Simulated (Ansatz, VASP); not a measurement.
# One calculation of Ta, two programs

```
Ta
1.0
     0.00000    2.11164    2.11164
     2.11164    0.00000    2.11164
     2.11164    2.11164    0.00000
Ta
1
Direct
  0.00000 0.00000 0.00000
```

Alike in both runs: functional PBE; k mesh 22 × 22 × 22; occupations gaussian, width 0.1 eV; no spin polarisation.

Ansatz relaxed the structure, and its values are those at the end. VASP's run is a single point on that final structure, the one shown.

|  | VASP | Ansatz |
| --- | --- | --- |
| version | VASP 6.6.1 | Ansatz 0.2.0 |
| potentials or method | VASP PAW PBE potentials, release 64 (Ta_pv), cutoff 520 eV | scalar-relativistic, plane waves, PAW |
| valence electrons in the cell | 11 | 13 |

```tsv
	VASP	Ansatz	Ansatz less VASP
gap on the k mesh at the Fermi level (eV)	none	none	-
pressure (GPa)	0.0	0.0	-0.02
```

A gap of «none» marks a metal or a gap that the smearing closes. VASP's potentials hold 11 valence electrons a cell and Ansatz's 13, so a difference there can come from the potentials and not from the codes.

Neither program's run includes spin-orbit coupling.
